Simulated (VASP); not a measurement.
# Al (P6_3/mmc) in VASP: a series of runs

Runs on Al. Level: PBE+D3(BJ). Tasks: single point.

All numbers are computed with VASP 6.6.1; they aren't measurements. Logs are shortened: lines on timing, memory, paths and dates and some standing lists are left out, and cuts for length are marked.

## Step 1: The cell of the first run

It takes space group P6_3/mmc (No. 194, hexagonal). The conventional cell has a = 2.854 Å, b = 2.854 Å, c = 10.040 Å, α = 90.00°, β = 90.00°, γ = 120.00°. Al (site symmetry -3m) has 12 Al at 2.85 to 3.00 Å within 3.8 Å. Within 3.8 Å of Al (site symmetry -6m2) lie 12 Al at 2.85 to 3.00 Å.

This isn't the form of Al at room conditions, which is fcc.

## Step 2: Single point, PBE+D3(BJ)

File INCAR:

```
SYSTEM = Al
  PREC = Accurate
  ENCUT = 520
  EDIFF = 1E-7
  ISMEAR = 0
  SIGMA = 0.15
  LREAL = .FALSE.
  LASPH = .TRUE.
  NELM = 100
  ALGO = Fast
  ISIF = 2
  LWAVE = .FALSE.
  LCHARG = .FALSE.
  GGA = PE
  IVDW = 12
  NBANDS = 14
```

File KPOINTS:

```
Automatic mesh
0
G
  18 18 4
  0 0 0
```

File POSCAR:

```
Al
1.0
    2.8538000000      0.0000000000      0.0000000000
   -1.4269000000      2.4714632973      0.0000000000
    0.0000000000      0.0000000000     10.0395000000
Al
4
Direct
    0.0000000000      0.0000000000      0.0000000000
    0.3333333333      0.6666666667      0.2500000000
    0.0000000000      0.0000000000      0.5000000000
    0.6666666667      0.3333333333      0.7500000000
```

Potentials or basis: VASP PAW PBE potentials, release 64 (Al).

On the command line:

```
$ cat potpaw_PBE.64/Al/POTCAR > POTCAR
$ mpirun -np 1 vasp_std > vasp.out
```

OUTCAR:

```text
SYSTEM = Al
   PREC = Accurate
   ENCUT = 520
   EDIFF = 1E-7
   ISMEAR = 0
   LREAL = .FALSE.
   LASPH = .TRUE.
   NELM = 100
   ISIF = 2
   GGA = PE
   IVDW = 12
 IVDW          = 12

 ion  position               nearest neighbor table
   1  0.000  0.000  0.000-   2 3.00   4 3.00   2 3.00   4 3.00   4 3.00   2 3.00
   2  0.333  0.667  0.250-   1 3.00   3 3.00   1 3.00   3 3.00   1 3.00   3 3.00
   3  0.000  0.000  0.500-   2 3.00   4 3.00   2 3.00   4 3.00   4 3.00   2 3.00
   4  0.667  0.333  0.750-   1 3.00   3 3.00   1 3.00   3 3.00   1 3.00   3 3.00

  LATTYP: Found a hexagonal cell.
 ALAT       =     2.8538000000
 C/A-ratio  =     3.5179409910

  Lattice vectors:

 A1 = (   2.8538000000,   0.0000000000,   0.0000000000)
 A2 = (  -1.4269000000,   2.4714632973,   0.0000000000)
 A3 = (   0.0000000000,   0.0000000000,  10.0395000000)

Analysis of symmetry for initial positions (statically):
=====================================================================
 Subroutine PRICEL returns:
 Original cell was already a primitive cell.

 Routine SETGRP: Setting up the symmetry group for a
 hexagonal supercell.

 Subroutine GETGRP returns: Found 24 space group operations
 (whereof 12 operations were pure point group operations)
 out of a pool of 24 trial point group operations.

The static configuration has the point symmetry D_3d.
 The point group associated with its full space group is D_6h.

Analysis of symmetry for dynamics (positions and initial velocities):
=====================================================================
 Subroutine PRICEL returns:
 Original cell was already a primitive cell.

 Routine SETGRP: Setting up the symmetry group for a
 hexagonal supercell.

 Subroutine GETGRP returns: Found 24 space group operations
 (whereof 12 operations were pure point group operations)
 out of a pool of 24 trial point group operations.

The dynamic configuration has the point symmetry D_3d.
 The point group associated with its full space group is D_6h.

 Subroutine INISYM returns: Found 24 space group operations
 (whereof 12 operations are pure point group operations),
 and found     1 'primitive' translations

----------------------------------------------------------------------------------------

                                     Primitive cell

  volume of cell :      70.8092

  direct lattice vectors                    reciprocal lattice vectors
     2.853800000  0.000000000  0.000000000     0.350409980  0.202309296  0.000000000
    -1.426900000  2.471463297  0.000000000     0.000000000  0.404618592  0.000000000
     0.000000000  0.000000000 10.039500000     0.000000000  0.000000000  0.099606554

  length of vectors
     2.853800000  2.853800000 10.039500000     0.404618592  0.404618592  0.099606554

  position of ions in fractional coordinates (direct lattice)
     0.000000000  0.000000000  0.000000000
     0.333333333  0.666666667  0.250000000
     0.000000000  0.000000000  0.500000000
     0.666666667  0.333333333  0.750000000

  ion indices of the primitive-cell ions
   primitive index   ion index
                 1           1
                 2           2
                 3           3
                 4           4

----------------------------------------------------------------------------------------

 KPOINTS: Automatic mesh

Automatic generation of k-mesh.
 Grid dimensions read from file:
 generate k-points for:   18   18    4

 Generating k-lattice:

  Cartesian coordinates                     Fractional coordinates (reciprocal lattice)
     0.019467221  0.011239405  0.000000000     0.055555556  0.000000000  0.000000000
     0.000000000  0.022478811  0.000000000     0.000000000  0.055555556  0.000000000
     0.000000000  0.000000000  0.024901639     0.000000000  0.000000000  0.250000000

  Length of vectors
     0.022478811  0.022478811  0.024901639

  Shift w.r.t. Gamma in fractional coordinates (k-lattice)
     0.000000000  0.000000000  0.000000000

 Subroutine IBZKPT returns following result:
 ===========================================

 Found    111 irreducible k-points:

 Following reciprocal coordinates:
            Coordinates               Weight
  0.000000  0.000000  0.000000      1.000000
  0.055556  0.000000  0.000000      6.000000
  0.111111  0.000000  0.000000      6.000000
  0.166667  0.000000  0.000000      6.000000
  0.222222  0.000000  0.000000      6.000000
  0.277778  0.000000  0.000000      6.000000
[... 16 lines left out ...]
  0.333333  0.111111  0.000000     12.000000
  0.388889  0.111111  0.000000     12.000000
 [... further k-points ...]
   k-points           NKPTS =    111   k-points in BZ     NKDIM =    111   number of bands    NBANDS=     14
   number of dos      NEDOS =    301   number of ions     NIONS =      4
   total plane-waves  NPLWV =  46080
   dimension x,y,z NGX =    24 NGY =   24 NGZ =   80
   dimension x,y,z NGXF=    48 NGYF=   48 NGZF=  160
   ions per type =               4
   NGX,Y,Z   is equivalent  to a cutoff of  13.98, 13.98, 13.25 a.u.
   NGXF,Y,Z  is equivalent  to a cutoff of  27.96, 27.96, 26.49 a.u.
 SYSTEM =  Al
   PREC   = accura    normal or accurate (medium, high low for compatibility)
   ISTART =      0    job   : 0-new  1-cont  2-samecut
   ICHARG =      2    charge: 1-file 2-atom 10-const
   ISPIN  =      1    spin polarized calculation?
   LNONCOLLINEAR =      F non collinear calculations
   LSORBIT =      F    spin-orbit coupling
   LASPH  =      T    aspherical Exc in radial PAW
   ENCUT  =  520.0 eV  38.22 Ry    6.18 a.u.   5.31  5.31 18.67*2*pi/ulx,y,z
   NELM   =    100;   NELMIN=  2; NELMDL= -5     # of ELM steps
   EDIFF  = 0.1E-06   stopping-criterion for ELM
   LREAL  =      F    real-space projection
   EDIFFG = 0.1E-05   stopping-criterion for IOM
   NSW    =      0    number of steps for IOM
   IBRION =     -1    ionic relax: 0-MD 1-quasi-New 2-CG
   NFREE  =      0    steps in history (QN), initial steepest desc. (CG)
   ISIF   =      2    stress and relaxation
   ISYM   =      2    0-nonsym 1-usesym 2-fastsym
   POTIM  = 0.5000    time-step for ionic-motion
   TEBEG  =    0.0;   TEEND  =   0.0 temperature during run
   PSTRESS=    0.0 pullay stress
   NELECT =      12.0000    total number of electrons
   NUPDOWN=      -1.0000    fix difference up-down
   EMIN   =  10.00;   EMAX   =-10.00  energy-range for DOS
   EFERMI =   0.00;   METHOD = LEGACY
   ISMEAR =     0;   SIGMA  =   0.15  broadening in eV -4-tet -1-fermi 0-gaus
   EFERMI_NEDOS =   21; number of points for ismear=-14 and -15
   IALGO  =     68    algorithm
   IMIX   =      4    mixing-type and parameters
     AMIX     =   0.40;   BMIX     =  1.00
     AMIX_MAG =   1.60;   BMIX_MAG =  1.00
  volume/ion in A,a.u.               =      17.70       119.46
  Fermi-wavevector in a.u.,A,eV,Ry     =   0.905952  1.712002 11.166975  0.820750
  Thomas-Fermi vector in A             =   2.029582
   LORBIT       =      0    0 simple, 1 ext, 2 COOP (PROOUT), +10 PAW based schemes
   GGA     = PE    functional components
   LHFCALC =     F    Hartree Fock is set to
   AEXX    =    0.0000 exact exchange contribution
   IVDW    =    12    specifies the selected vdW correction
   LEPSILON=     F    determine dielectric tensor
   LRPA    =     F    only Hartree local field effects (RPA)
 non-spin polarized calculation
 RMM-DIIS sequential band-by-band and
 Gauss-broadening in eV      SIGMA  =   0.15
  energy-cutoff  :      520.00
  volume of cell :       70.81
 maximum number of plane-waves:      1926
 NGX is ok and might be reduce to    24

 number of electron      12.0000000 magnetization

 Free energy of the ion-electron system (eV)
  ---------------------------------------------------
  ext. energy  EPLUGINS =         0.00000000
  ---------------------------------------------------
  free energy    TOTEN  =       -14.84684282 eV

  energy without entropy =      -14.82984478  energy(sigma->0) =      -14.83834380

 E-fermi :   7.2821     XC(G=0):  -9.9419

 val. band max:        7.2359876618   @ k =   0.3333   0.0000   0.5000
 cond. band min:       7.3141178393   @ k =   0.3889   0.1111   0.5000
 fundamental gap:      0.0781301775
 Fermi energy:         7.2821162658

 k-point     1 :       0.0000    0.0000    0.0000
  band No.  band energies     occupation
      1      -3.3781      2.00000
      2      -1.9240      2.00000
      3      -1.9157      2.00000
      4       2.1300      2.00000
      5       2.6450      2.00000
      6       9.3146      0.00000
      7       9.3203      0.00000
      8      17.9343      0.00000
      9      18.5254      0.00000
     10      18.5254      0.00000
     11      18.5407      0.00000
     12      18.6860      0.00000
     13      18.6860      0.00000
     14      19.5819      0.00000

 k-point     2 :       0.0556    0.0000    0.0000
  band No.  band energies     occupation
      1      -3.3033      2.00000
      2      -1.8499      2.00000
      3      -1.8416      2.00000
      4       2.2037      2.00000
      5       2.7152      2.00000
      6       9.3804      0.00000
      7       9.3868      0.00000
      8      16.8634      0.00000
      9      17.5159      0.00000
     10      17.7522      0.00000
     11      18.1073      0.00000
     12      18.2777      0.00000
     13      18.6385      0.00000
     14      18.7335      0.00000
[... 343 lines left out ...]
      1       0.4614      2.00000
      2       1.8780      2.00000
      3       1.8830      2.00000
      4       5.3394      2.00000
      5       6.1333      2.00000
      6       6.2118      2.00000
      7       7.1208      1.87168
      8       7.1578      1.75871
      9      10.3745      0.00000
     10      11.1793      0.00000
     11      11.3029      0.00000
     12      11.8873      0.00000
     13      12.2053      0.00000
     14      13.1529      0.00000

 k-point    24 :       0.3889    0.1111    0.0000
  band No.  band energies     occupation
      1       1.5490      2.00000
      2       2.9464      2.00000
      3       2.9470      2.00000
      4       4.1054      2.00000
      5       5.5275      2.00000
      6       5.5347      2.00000
      7       7.0737      1.95056
      8       7.3869      0.32326
      9       9.3626      0.00000
     10       9.9034      0.00000
     11      10.6983      0.00000
     12      11.7984      0.00000
     13      11.9887      0.00000
     14      13.9980      0.00000

 [... further k-points ...]

------------------------ aborting loop because EDIFF is reached ----------------------------------------

 Edisp (eV)   -1.25126

 E8    (eV) :    -0.5592

  FORCE on cell =-STRESS in cart. coord.  units (eV):
  Direction    XX          YY          ZZ          XY          YZ          ZX
  --------------------------------------------------------------------------------------
  -------------------------------------------------------------------------------------
  Total      -2.44939    -2.44939    -4.22133     0.00000     0.00000     0.00000
  in kB     -55.42165   -55.42165   -95.51465     0.00000     0.00000     0.00000
  external pressure =      -68.79 kB  Pullay stress =        0.00 kB

 VOLUME and BASIS-vectors are now :
 -----------------------------------------------------------------------------
  energy-cutoff  :      520.00
  volume of cell :       70.81
      direct lattice vectors                 reciprocal lattice vectors
     2.853800000  0.000000000  0.000000000     0.350409980  0.202309296  0.000000000
    -1.426900000  2.471463297  0.000000000     0.000000000  0.404618592  0.000000000
     0.000000000  0.000000000 10.039500000     0.000000000  0.000000000  0.099606554

 POSITION                                       TOTAL-FORCE (eV/Angst)
 -----------------------------------------------------------------------------------
      0.00000      0.00000      0.00000         0.000000      0.000000      0.000000
     -0.00000      1.64764      2.50988         0.000000     -0.000000      0.000000
      0.00000      0.00000      5.01975         0.000000      0.000000      0.000000
      1.42690      0.82382      7.52963        -0.000000      0.000000     -0.000000
 -----------------------------------------------------------------------------------
    total drift:                               -0.000000      0.000000      0.000000

  FREE ENERGIE OF THE ION-ELECTRON SYSTEM (eV)
  ---------------------------------------------------
  free  energy   TOTEN  =       -16.0981060106 eV

  energy  without entropy=      -16.0811079648  energy(sigma->0) =      -16.08960699
```

Run time: 2 min. Hardware: 1 thread of AMD EPYC 7R13, shared host; peak memory 0.23 GiB.

What came out:

```yaml
Free_energy: -16.0981 eV
Pressure: -6.9 GPa
Band_gap_on_the_k_mesh: zero (bands 6 and 7 overlap by 4.29 eV)
Dispersion_energy_per_atom: -0.313 eV
```

Caveat: the cell stands under tension.

## Step 3: Single point, PBE+D3(BJ)

This run uses another cell than the first one, of the same volume but with other edges.

File INCAR:

```
ALGO     = Normal         # electronic algorithm
EDIFF    = 1E-7           # SCF threshold, eV
ENCUT    = 520            # plane-wave cutoff, eV
GGA      = PE             # functional
ISIF     = 2              # what is computed and relaxed
ISMEAR   = 0              # smearing method
IVDW     = 12             # dispersion correction
LASPH    = T              # aspherical terms in the spheres
LCHARG   = F              # write CHGCAR
LREAL    = F              # projectors in reciprocal space
LWAVE    = F              # write WAVECAR
NBANDS   = 14             # bands
NELM     = 100            # most SCF steps
PREC     = Accurate       # precision mode
SIGMA    = 0.15           # smearing width, eV
```

File KPOINTS:

```
k-points
0
Gamma
  18 18 4
```

File POSCAR:

```
Al
1.0
    2.9720000000      0.0000000000      0.0000000000
   -1.4860000000      2.5738275000      0.0000000000
    0.0000000000      0.0000000000      9.2410470711
Al
4
Direct
    0.0000000000      0.0000000000      0.0000000000
    0.3333333333      0.6666666667      0.2500000000
    0.0000000000      0.0000000000      0.5000000000
    0.6666666667      0.3333333333      0.7500000000
```

Potentials or basis: VASP PAW PBE potentials, release 64 (Al).

On the command line:

```
$ cat potpaw_PBE.64/Al/POTCAR > POTCAR
$ mpirun -np 1 vasp_std > vasp.out
```

Run time: 1.9 min. Hardware: 1 thread of AMD EPYC 7R13, shared host; peak memory 0.21 GiB.

It converged, with:

* Free energy: -16.1086 eV
* Pressure: -7.1 GPa
* Band gap on the k mesh: zero (bands 6 and 7 overlap by 6.01 eV)
* Dispersion energy per atom: -0.313 eV

Stress tensor (GPa, compression positive):
```
-7.68  0.00  0.00
 0.00 -7.68  0.00
 0.00  0.00 -5.86
```

Levels at points of the mesh, in eV from the Fermi level:
| k point | band 2 | band 3 | band 4 | band 5 | band 6 | band 7 | band 8 | band 9 | band 10 | band 11 |
| --- | --- | --- | --- | --- | --- | --- | --- | --- | --- | --- |
| (0.00, 0.00, 0.00) | -8.94 | -8.94 | -4.06 | -3.69 | 4.20 | 4.22 | 9.38 | 9.38 | 9.72 | 9.72 |
| (0.50, 0.00, 0.00) | -5.09 | -3.79 | -3.64 | -3.40 | -3.20 | 0.92 | 1.43 | 1.60 | 1.83 | 4.74 |
| (0.00, 0.00, 0.50) | -10.23 | -6.81 | -6.81 | -0.17 | -0.17 | 9.10 | 9.10 | 9.68 | 9.68 | 9.68 |
| (0.50, 0.00, 0.50) | -4.89 | -4.65 | -4.65 | -1.73 | -1.73 | -1.10 | -1.10 | 4.83 | 4.83 | 4.93 |

Caveat: the cell stands under tension.

## Step 4: Single point, PBE+D3(BJ)

This run uses another cell than the first one, of 17.95 Å³/atom.

File INCAR:

```
PREC     = Accurate       # precision mode
ENCUT    = 520            # plane-wave cutoff, eV
EDIFF    = 1E-6           # SCF threshold, eV
ISMEAR   = 0              # smearing method
SIGMA    = 0.15           # smearing width, eV
LREAL    = False          # projectors in reciprocal space
LASPH    = True           # aspherical terms in the spheres
NELM     = 60             # most SCF steps
ALGO     = Normal         # electronic algorithm
ISIF     = 2              # what is computed and relaxed
LWAVE    = False          # write WAVECAR
LCHARG   = False          # write CHGCAR
GGA      = PE             # functional
IVDW     = 12             # dispersion correction
NBANDS   = 14             # bands
```

File KPOINTS:

```
regular mesh
0
Gamma
  18 18 4
```

File POSCAR:

```
Al
1.0
    2.9326000000      0.0000000000      0.0000000000
   -1.4663000000      2.5397060991      0.0000000000
    0.0000000000      0.0000000000      9.6403000000
Al
4
Direct
    0.0000000000      0.0000000000      0.0000000000
    0.3333333333      0.6666666667      0.2500000000
    0.0000000000      0.0000000000      0.5000000000
    0.6666666667      0.3333333333      0.7500000000
```

Potentials or basis: VASP PAW PBE potentials, release 64 (Al).

On the command line:

```
$ cat potpaw_PBE.64/Al/POTCAR > POTCAR
$ mpirun -np 1 vasp_std > vasp.out
```

OUTCAR:

```text
PREC = Accurate
   ENCUT = 520
   EDIFF = 1E-6
   ISMEAR = 0
   LREAL = False
   LASPH = True
   NELM = 60
   ISIF = 2
   GGA = PE
   IVDW = 12
 IVDW          = 12

 ion  position               nearest neighbor table
   1  0.000  0.000  0.000-   2 2.95   4 2.95   2 2.95   4 2.95   4 2.95   2 2.95
   2  0.333  0.667  0.250-   1 2.95   3 2.95   1 2.95   3 2.95   1 2.95   3 2.95
   3  0.000  0.000  0.500-   2 2.95   4 2.95   2 2.95   4 2.95   4 2.95   2 2.95
   4  0.667  0.333  0.750-   1 2.95   3 2.95   1 2.95   3 2.95   1 2.95   3 2.95

[... 615 lines left out ...]
  Direction    XX          YY          ZZ          XY          YZ          ZX
  --------------------------------------------------------------------------------------
  -------------------------------------------------------------------------------------
  Total      -3.68373    -3.68373    -3.42218     0.00000     0.00000     0.00000
  in kB     -82.20002   -82.20002   -76.36365     0.00000     0.00000     0.00000
  external pressure =      -80.25 kB  Pullay stress =        0.00 kB

 VOLUME and BASIS-vectors are now :
 -----------------------------------------------------------------------------
  energy-cutoff  :      520.00
  volume of cell :       71.80
      direct lattice vectors                 reciprocal lattice vectors
     2.932600000  0.000000000  0.000000000     0.340994339  0.196873174  0.000000000
    -1.466300000  2.539706099  0.000000000     0.000000000  0.393746347  0.000000000
     0.000000000  0.000000000  9.640300000     0.000000000  0.000000000  0.103731212

 POSITION                                       TOTAL-FORCE (eV/Angst)
 -----------------------------------------------------------------------------------
      0.00000      0.00000      0.00000         0.000000      0.000000      0.000000
     -0.00000      1.69314      2.41007        -0.000000      0.000000     -0.000000
      0.00000      0.00000      4.82015         0.000000      0.000000      0.000000
      1.46630      0.84657      7.23022         0.000000     -0.000000     -0.000000
 -----------------------------------------------------------------------------------
    total drift:                               -0.000000      0.000000      0.000000

  FREE ENERGIE OF THE ION-ELECTRON SYSTEM (eV)
  ---------------------------------------------------
  free  energy   TOTEN  =       -16.0791544642 eV

  energy  without entropy=      -16.0596661157  energy(sigma->0) =      -16.06941029
```

Wall time 91 s (1 thread of AMD EPYC 7R13, shared host); peak memory 0.22 GiB.

Results:

* Free energy: -16.0792 eV
* Pressure: -8.0 GPa
* Band gap on the k mesh: zero (bands 6 and 7 overlap by 5.16 eV)
* Dispersion energy per atom: -0.308 eV

Levels at points of the mesh, in eV from the Fermi level:
```tsv
k point	band 3	band 4	band 5	band 6	band 7	band 8	band 9	band 10
(0.00, 0.00, 0.00)	-8.95	-4.32	-4.26	3.18	3.19	10.12	10.12	10.39
(0.50, 0.00, 0.00)	-3.64	-3.53	-3.23	-3.08	0.89	1.10	1.38	1.38
(0.00, 0.00, 0.50)	-7.00	-7.00	-0.88	-0.88	7.78	7.78	10.40	10.40
(0.50, 0.00, 0.50)	-4.44	-4.44	-1.73	-1.73	-1.15	-1.15	4.25	4.25
```

Caveat: the cell stands under tension.

## Step 5: Summary

| cell | gap on the mesh (eV) | pressure (GPa) |
| --- | --- | --- |
| a = 2.854, b = 2.854, c = 10.040 Å, angles 90.0, 90.0, 120.0°, 4 atoms | none | -6.9 |
| a = 2.972, b = 2.972, c = 9.241 Å, angles 90.0, 90.0, 120.0°, 4 atoms | none | -7.1 |
| a = 2.933, b = 2.933, c = 9.640 Å, angles 90.0, 90.0, 120.0°, 4 atoms | none | -8.0 |

Alike in all rows: task single point; level PBE+D3(BJ); potentials or basis VASP PAW PBE potentials, release 64 (Al); no spin polarisation; k mesh 18 × 18 × 4; cutoff (eV) 520; smearing gaussian 0.15 eV.

Caveats: the cell stands under tension.

Total energies depend on the potentials used, so only differences within one code and one set of settings carry meaning.
